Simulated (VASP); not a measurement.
Input of a VASP 6.6.1 run:

Contents of INCAR:

```
SYSTEM = Ag
PREC     = Accurate       ! precision mode
ENCUT    = 520            ! plane-wave cutoff, eV
EDIFF    = 1E-7           ! SCF threshold, eV
ISMEAR   = 1              ! smearing method
SIGMA    = 0.2            ! smearing width, eV
LREAL    = .False.        ! projectors in reciprocal space
LASPH    = .True.         ! aspherical terms in the spheres
NELM     = 100            ! most SCF steps
ALGO     = Normal         ! electronic algorithm
ISIF     = 2              ! what is computed and relaxed
LWAVE    = .False.        ! write WAVECAR
LCHARG   = .False.        ! write CHGCAR
GGA      = PE             ! functional
NBANDS   = 12             ! bands
```

The input KPOINTS:

```
regular mesh
0
Gamma
  13 13 13
  0 0 0
```

POSCAR

```
Ag
1.0
    0.0000000000      2.0734381516      2.0734381516
    2.0734381516      0.0000000000      2.0734381516
    2.0734381516      2.0734381516      0.0000000000
Ag
1
Direct
    0.0000000000      0.0000000000      0.0000000000
```

Potentials or basis: VASP PAW PBE potentials, release 64 (Ag).

Launch:

```bash
$ cat potpaw_PBE.64/Ag/POTCAR > POTCAR
$ mpirun -np 1 vasp_std > vasp.out
```

Task: What does it give for the pressure?

Result: -0.2 GPa.
